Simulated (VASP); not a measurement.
# BN (P1) in VASP: single point with PBEsol

Aim: the single point of BN with PBEsol.

Everything below comes from runs of VASP 6.6.1. Logs are shortened: lines on timing, memory, paths and dates and some standing lists are left out, and cuts for length are marked.

## (1) The cell of the first run

The typed cell holds 2 atoms: a = 3.669 Å, b = 3.669 Å, c = 3.669 Å, α = 39.87°, β = 39.87°, γ = 39.87°.

## (2) Single point, PBEsol (all N atoms moved +0.075 Å, as atom 2 along Cartesian [1 1 0])

Contents of INCAR:

```
PREC = Accurate
ENCUT = 520
EDIFF = 1E-6
ISMEAR = 0
SIGMA = 0.05
LREAL = False
LASPH = True
NELM = 80
ALGO = Normal
ISIF = 2
LWAVE = False
LCHARG = False
GGA = PS
NBANDS = 11
```

Contents of KPOINTS:

```
regular mesh
0
Gamma
  12 12 12
```

Contents of POSCAR:

```
BN
1.0
    1.2511217832      0.7223354983      3.3729344033
   -1.2511217832      0.7223354983      3.3729344033
    0.0000000000     -1.4446709967      3.3729344033
B N
1 1
Direct
    0.9996712000      0.9996712000      0.9996712000
    0.3661924506      0.3238040842      0.3082888652
```

Potentials or basis: VASP PAW PBE potentials, release 64 (B, N).

Run with:

```bash
cat potpaw_PBE.64/B/POTCAR potpaw_PBE.64/N/POTCAR > POTCAR
mpirun -np 1 vasp_std > vasp.out
```

OUTCAR:

```text
PREC = Accurate
   ENCUT = 520
   EDIFF = 1E-6
   ISMEAR = 0
   LREAL = False
   LASPH = True
   NELM = 80
   ISIF = 2
   GGA = PS

 ion  position               nearest neighbor table
   1  1.000  1.000  1.000-   2 1.37   2 1.47   2 1.50
   2  0.366  0.324  0.308-   1 1.37   1 1.47   1 1.50

  LATTYP: Found a trigonal (rhomboedric) cell.
 ALAT       =     3.6692997666
 COS(alpha) =     0.7674786796

  Lattice vectors:

 A1 = (   1.2511217832,   0.7223354983,   3.3729344033)
 A2 = (  -1.2511217832,   0.7223354983,   3.3729344033)
 A3 = (   0.0000000000,  -1.4446709967,   3.3729344033)

Analysis of symmetry for initial positions (statically):
=====================================================================
 Subroutine PRICEL returns:
 Original cell was already a primitive cell.

 Routine SETGRP: Setting up the symmetry group for a
 trigonal (rhombohedral) supercell.

 Subroutine GETGRP returns: Found  1 space group operations
 (whereof  1 operations were pure point group operations)
 out of a pool of 12 trial point group operations.

The static configuration has the point symmetry C_1 .

Analysis of symmetry for dynamics (positions and initial velocities):
=====================================================================
 Subroutine PRICEL returns:
 Original cell was already a primitive cell.

 Routine SETGRP: Setting up the symmetry group for a
 trigonal (rhombohedral) supercell.

 Subroutine GETGRP returns: Found  1 space group operations
 (whereof  1 operations were pure point group operations)
 out of a pool of 12 trial point group operations.

The dynamic configuration has the point symmetry C_1 .

 Subroutine INISYM returns: Found  1 space group operations
 (whereof  1 operations are pure point group operations),
 and found     1 'primitive' translations

----------------------------------------------------------------------------------------

                                     Primitive cell

  volume of cell :      18.2893

  direct lattice vectors                    reciprocal lattice vectors
     1.251121783  0.722335498  3.372934403     0.399641351  0.230733042  0.098825916
    -1.251121783  0.722335498  3.372934403    -0.399641351  0.230733042  0.098825916
     0.000000000 -1.444670997  3.372934403     0.000000000 -0.461466083  0.098825916

  length of vectors
     3.669299767  3.669299767  3.669299767     0.471929558  0.471929558  0.471929558

  position of ions in fractional coordinates (direct lattice)
     0.999671200  0.999671200  0.999671200
     0.366192451  0.323804084  0.308288865

  ion indices of the primitive-cell ions
   primitive index   ion index
                 1           1
                 2           2

----------------------------------------------------------------------------------------

 KPOINTS: regular mesh

Automatic generation of k-mesh.
 Grid dimensions read from file:
 generate k-points for:   12   12   12

 Generating k-lattice:

  Cartesian coordinates                     Fractional coordinates (reciprocal lattice)
     0.033303446  0.019227753  0.008235493     0.083333333  0.000000000  0.000000000
    -0.033303446  0.019227753  0.008235493     0.000000000  0.083333333  0.000000000
     0.000000000 -0.038455507  0.008235493     0.000000000  0.000000000  0.083333333

  Length of vectors
     0.039327463  0.039327463  0.039327463

  Shift w.r.t. Gamma in fractional coordinates (k-lattice)
     0.000000000  0.000000000  0.000000000

 Subroutine IBZKPT returns following result:
 ===========================================

 Found    868 irreducible k-points:

 Following reciprocal coordinates:
            Coordinates               Weight
  0.000000  0.000000  0.000000      1.000000
  0.083333  0.000000 -0.000000      2.000000
  0.000000  0.083333 -0.000000      2.000000
 -0.000000 -0.000000  0.083333      2.000000
  0.166667  0.000000  0.000000      2.000000
  0.000000  0.166667  0.000000      2.000000
[... 16 lines left out ...]
  0.166667  0.083333 -0.000000      2.000000
 -0.166667 -0.000000 -0.083333      2.000000
 [... further k-points ...]
   k-points           NKPTS =    868   k-points in BZ     NKDIM =    868   number of bands    NBANDS=     11
   number of dos      NEDOS =    301   number of ions     NIONS =      2
   total plane-waves  NPLWV =  21952
   dimension x,y,z NGX =    28 NGY =   28 NGZ =   28
   dimension x,y,z NGXF=    56 NGYF=   56 NGZF=   56
   ions per type =               1   1
   NGX,Y,Z   is equivalent  to a cutoff of  12.69, 12.69, 12.69 a.u.
   NGXF,Y,Z  is equivalent  to a cutoff of  25.37, 25.37, 25.37 a.u.
 SYSTEM =  unknown system
   PREC   = accura    normal or accurate (medium, high low for compatibility)
   ISTART =      0    job   : 0-new  1-cont  2-samecut
   ICHARG =      2    charge: 1-file 2-atom 10-const
   ISPIN  =      1    spin polarized calculation?
   LNONCOLLINEAR =      F non collinear calculations
   LSORBIT =      F    spin-orbit coupling
   LASPH  =      T    aspherical Exc in radial PAW
   ENCUT  =  520.0 eV  38.22 Ry    6.18 a.u.   6.82  6.82  6.82*2*pi/ulx,y,z
   NELM   =     80;   NELMIN=  2; NELMDL= -5     # of ELM steps
   EDIFF  = 0.1E-05   stopping-criterion for ELM
   LREAL  =      F    real-space projection
   EDIFFG = 0.1E-04   stopping-criterion for IOM
   NSW    =      0    number of steps for IOM
   IBRION =     -1    ionic relax: 0-MD 1-quasi-New 2-CG
   NFREE  =      0    steps in history (QN), initial steepest desc. (CG)
   ISIF   =      2    stress and relaxation
   ISYM   =      2    0-nonsym 1-usesym 2-fastsym
   POTIM  = 0.5000    time-step for ionic-motion
   TEBEG  =    0.0;   TEEND  =   0.0 temperature during run
   PSTRESS=    0.0 pullay stress
   NELECT =       8.0000    total number of electrons
   NUPDOWN=      -1.0000    fix difference up-down
   EMIN   =  10.00;   EMAX   =-10.00  energy-range for DOS
   EFERMI =   0.00;   METHOD = LEGACY
   ISMEAR =     0;   SIGMA  =   0.05  broadening in eV -4-tet -1-fermi 0-gaus
   EFERMI_NEDOS =   21; number of points for ismear=-14 and -15
   IALGO  =     38    algorithm
   IMIX   =      4    mixing-type and parameters
     AMIX     =   0.40;   BMIX     =  1.00
     AMIX_MAG =   1.60;   BMIX_MAG =  1.00
  volume/ion in A,a.u.               =       9.14        61.71
  Fermi-wavevector in a.u.,A,eV,Ry     =   1.242717  2.348395 21.012099  1.544346
  Thomas-Fermi vector in A             =   2.377059
   LORBIT       =      0    0 simple, 1 ext, 2 COOP (PROOUT), +10 PAW based schemes
   GGA     = PS    functional components
   LHFCALC =     F    Hartree Fock is set to
   AEXX    =    0.0000 exact exchange contribution
   IVDW    =     0    specifies the selected vdW correction
   LEPSILON=     F    determine dielectric tensor
   LRPA    =     F    only Hartree local field effects (RPA)
 non-spin polarized calculation
 Gauss-broadening in eV      SIGMA  =   0.05
  energy-cutoff  :      520.00
  volume of cell :       18.29
 maximum number of plane-waves:       517
   NGX = 13   NGY = 13   NGZ = 13

 number of electron       8.0000000 magnetization

 Free energy of the ion-electron system (eV)
  ---------------------------------------------------
  ext. energy  EPLUGINS =         0.00000000
  ---------------------------------------------------
  free energy    TOTEN  =       -18.15990689 eV

  energy without entropy =      -18.15990689  energy(sigma->0) =      -18.15990689

 E-fermi :   2.2781     XC(G=0): -10.2043

 val. band max:        2.0709563954   @ k =  -0.3333   0.2500  -0.0000
 cond. band min:       5.7322459811   @ k =  -0.0000   0.5000   0.5000
 fundamental gap:      3.6612895857
 Fermi energy:         2.2781354093

 k-point     1 :       0.0000    0.0000    0.0000
  band No.  band energies     occupation
      1     -15.6964      2.00000
      2      -2.1759      2.00000
      3      -0.0673      2.00000
      4       1.6387      2.00000
      5       7.0148      0.00000
      6      12.5617      0.00000
      7      14.7962      0.00000
      8      15.2000      0.00000
      9      16.8791      0.00000
     10      27.6895      0.00000
     11      29.4894      0.00000

 k-point     2 :       0.0833    0.0000   -0.0000
  band No.  band energies     occupation
      1     -15.5614      2.00000
      2      -2.0225      2.00000
      3      -0.5466      2.00000
      4       1.3129      2.00000
      5       7.2854      0.00000
      6      13.1835      0.00000
      7      14.5144      0.00000
      8      14.6978      0.00000
      9      17.4278      0.00000
     10      27.9798      0.00000
     11      28.2502      0.00000

 k-point     3 :       0.0000    0.0833   -0.0000
  band No.  band energies     occupation
      1     -15.5577      2.00000
      2      -2.0283      2.00000
      3      -0.4223      2.00000
      4       1.1590      2.00000
      5       7.2995      0.00000
      6      12.6752      0.00000
      7      14.7195      0.00000
      8      15.2522      0.00000
      9      17.2907      0.00000
     10      27.6375      0.00000
     11      28.1120      0.00000

 k-point     4 :      -0.0000   -0.0000    0.0833
  band No.  band energies     occupation
      1     -15.5562      2.00000
      2      -2.0306      2.00000
      3      -0.3423      2.00000
      4       1.0512      2.00000
      5       7.3063      0.00000
      6      12.6606      0.00000
      7      14.7504      0.00000
      8      15.3357      0.00000
      9      17.2383      0.00000
     10      27.5372      0.00000
     11      28.1202      0.00000
[... 239 lines left out ...]
 k-point    22 :       0.0000    0.0833    0.0833
  band No.  band energies     occupation
      1     -15.5558      2.00000
      2      -2.0797      2.00000
      3      -0.5410      2.00000
      4       1.3071      2.00000
      5       7.3871      0.00000
      6      13.1814      0.00000
      7      14.4160      0.00000
      8      14.7840      0.00000
      9      17.4472      0.00000
     10      27.8622      0.00000
     11      28.1267      0.00000

 k-point    23 :       0.1667    0.0833   -0.0000
  band No.  band energies     occupation
      1     -15.2777      2.00000
      2      -1.8425      2.00000
      3      -1.1862      2.00000
      4       0.4864      2.00000
      5       7.9967      0.00000
      6      13.4552      0.00000
      7      13.8820      0.00000
      8      15.1927      0.00000
      9      18.1741      0.00000
     10      25.3819      0.00000
     11      28.3001      0.00000

 k-point    24 :      -0.1667   -0.0000   -0.0833
  band No.  band energies     occupation
      1     -15.2823      2.00000
      2      -1.8375      2.00000
      3      -1.3064      2.00000
      4       0.6614      2.00000
      5       7.9814      0.00000
      6      13.5803      0.00000
      7      13.9125      0.00000
      8      14.8423      0.00000
      9      18.2685      0.00000
     10      25.5654      0.00000
     11      28.2888      0.00000

 [... further k-points ...]

------------------------ aborting loop because EDIFF is reached ----------------------------------------

  FORCE on cell =-STRESS in cart. coord.  units (eV):
  Direction    XX          YY          ZZ          XY          YZ          ZX
  --------------------------------------------------------------------------------------
  -------------------------------------------------------------------------------------
  Total        1.2665357     -0.1871480      0.0382248      0.8218982      0.0005960      0.0016575
  in kB      110.9507764    -16.3944966      3.3485577     71.9997413      0.0522104      0.1452023
  external PRESSURE =      32.6349458 kB  Pullay stress =       0.0000000 kB

 VOLUME and BASIS-vectors are now :
 -----------------------------------------------------------------------------
  energy-cutoff  :      520.00
  volume of cell :       18.29
      direct lattice vectors                 reciprocal lattice vectors
     1.251121783  0.722335498  3.372934403     0.399641351  0.230733042  0.098825916
    -1.251121783  0.722335498  3.372934403    -0.399641351  0.230733042  0.098825916
     0.000000000 -1.444670997  3.372934403     0.000000000 -0.461466083  0.098825916

 POSITION                                       TOTAL-FORCE (eV/Angst)
 -----------------------------------------------------------------------------------
      0.00000     -0.00000     10.11548         2.605141      2.233403     -0.002046
      0.05303      0.05303      3.36715        -2.605141     -2.233403      0.002046
 -----------------------------------------------------------------------------------
    total drift:                               -0.000160     -0.000122     -0.000065

  FREE ENERGIE OF THE ION-ELECTRON SYSTEM (eV)
  ---------------------------------------------------
  free  energy   TOTEN  =       -18.1599068882 eV

  energy  without entropy=      -18.1599068882  energy(sigma->0) =      -18.15990689
```

It took 2.7 min on 1 thread of Intel Xeon 6975P-C (Granite Rapids), shared host; peak memory 0.29 GiB.

Results:

```
Free energy            : -18.1599 eV
Pressure               : 3.3 GPa
Largest force          : 3.431 eV/Å
Band gap on the k mesh : 3.66 eV, indirect (least direct gap 4.54 eV)
```

Forces in eV/Å, atoms in the order of the input:
```
B    2.605  2.233 -0.002
N   -2.605 -2.233  0.002
```

Levels at points of the mesh, in eV from the valence-band top:
| k point | band 1 | band 2 | band 3 | band 4 | band 5 | band 6 | band 7 | band 8 | band 9 |
| --- | --- | --- | --- | --- | --- | --- | --- | --- | --- |
| (0.00, 0.00, 0.00) | -17.77 | -4.25 | -2.14 | -0.43 | 4.94 | 10.49 | 12.73 | 13.13 | 14.81 |
| (0.50, 0.00, 0.00) | -14.67 | -9.08 | -3.68 | -0.40 | 4.70 | 9.94 | 12.77 | 14.78 | 20.18 |
| (0.00, 0.50, 0.00) | -14.55 | -8.94 | -4.13 | -0.73 | 5.34 | 9.60 | 12.84 | 14.80 | 19.61 |
| (0.00, 0.00, 0.50) | -14.50 | -8.86 | -4.38 | -0.85 | 5.60 | 9.66 | 12.87 | 14.84 | 19.38 |
| (0.50, 0.50, 0.00) | -14.43 | -8.74 | -4.43 | -1.43 | 4.55 | 9.64 | 13.97 | 17.38 | 19.72 |
| (0.50, 0.00, 0.50) | -14.48 | -8.81 | -4.18 | -1.31 | 4.31 | 9.58 | 14.01 | 17.36 | 19.94 |
| (0.00, 0.50, 0.50) | -14.61 | -8.95 | -3.74 | -0.97 | 3.66 | 9.93 | 14.10 | 17.25 | 20.56 |
| (0.50, 0.50, 0.50) | -17.50 | -6.24 | -2.15 | -0.45 | 9.95 | 10.41 | 11.91 | 13.07 | 16.23 |

Caveat: the cell differs from its parent crystal (all N atoms moved +0.075 Å, as atom 2 along Cartesian [1 1 0]); the PAW data sets were made with another functional, which shifts forces and pressure a little.
